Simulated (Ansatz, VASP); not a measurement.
**Two plane-wave programs on Be3CCl2**

INCAR

```
PREC     = Accurate       # precision mode
ENCUT    = 600            # plane-wave cutoff, eV
EDIFF    = 1E-6           # SCF threshold, eV
ISMEAR   = 0              # smearing method
SIGMA    = 0.1            # smearing width, eV
LREAL    = False          # projectors in reciprocal space
LASPH    = True           # aspherical terms in the spheres
NELM     = 60             # most SCF steps
ALGO     = Normal         # electronic algorithm
ISIF     = 3              # what is computed and relaxed
LWAVE    = False          # write WAVECAR
LCHARG   = False          # write CHGCAR
GGA      = PE             # functional
IBRION   = 2              # ionic algorithm
NSW      = 90             # ionic steps
EDIFFG   = -0.04          # ionic threshold
```

Contents of KPOINTS:

```
regular mesh
0
Gamma
  6 6 2
```

File POSCAR:

```
Be3CCl2
1.0
    3.2890095900      0.0000000000      0.0000000000
   -1.6445048000      2.8483658600      0.0000000000
    0.0000000000      0.0000000000      8.0438972100
Be C Cl
3 1 2
Direct
    0.3333333300      0.6666666700      0.8871235500
    0.6666666700      0.3333333300      0.1128764500
    0.0000000000      0.0000000000      0.5000000000
    0.0000000000      0.0000000000      0.0000000000
    0.3333333300      0.6666666700      0.3064382200
    0.6666666700      0.3333333300      0.6935617800
```

Input for Ansatz:

```yaml
crystal:
  lattice:
    - [3.28900959, 0.0, 0.0]
    - [-1.6445048, 2.84836586, 0.0]
    - [0.0, 0.0, 8.04389721]
  atoms:
    - { symbol: Be, position: [0.33333333, 0.66666667, 0.88712355] }
    - { symbol: Be, position: [0.66666667, 0.33333333, 0.11287645] }
    - { symbol: Be, position: [0.0, 0.0, 0.5] }
    - { symbol: C, position: [0.0, 0.0, 0.0] }
    - { symbol: Cl, position: [0.33333333, 0.66666667, 0.30643822] }
    - { symbol: Cl, position: [0.66666667, 0.33333333, 0.69356178] }
basis:
  ecutwfc: 420
kpoints:
  mp_grid: { grid: [6, 6, 2] }
hamiltonian:
  xc: pbe
scf:
  occupations: { method: gaussian, width: 0.1 }
  lower_state_search: "off"
output:
  forces: true
  stress: true
  eigenvalues: true
relax:
  adjacent_minimum: "off"
  f_tol: 0.04
  max_steps: 70
  cell: { stress_tol: 0.4 }
```

Alike in both runs: task relaxation of cell and atoms; functional PBE; k mesh 6 × 6 × 2; occupations gaussian, width 0.1 eV; no spin polarisation.

```csv
,VASP,Ansatz
version,VASP 6.6.1,Ansatz 0.2.0
potentials or method,"VASP PAW PBE potentials, release 64 (Be, C, Cl), cutoff 600 eV","scalar-relativistic, plane waves, PAW"
valence electrons in the cell,24,24
```

VASP gave:

- gap on the k mesh at the Fermi level, each at its own relaxed structure (eV): 2.17
- relaxed volume (Å³/atom): 14.54
- relaxed cell length with the largest relative difference (Å): 10.460

Problem. Which values does Ansatz return?

Solution. gap on the k mesh at the Fermi level, each at its own relaxed structure (eV): 2.23; relaxed volume (Å³/atom): 15.16; relaxed cell length with the largest relative difference (Å): 10.896.

Noted on VASP's run: the volume moved by over 15 % at a fixed basis, so the end points are rough.
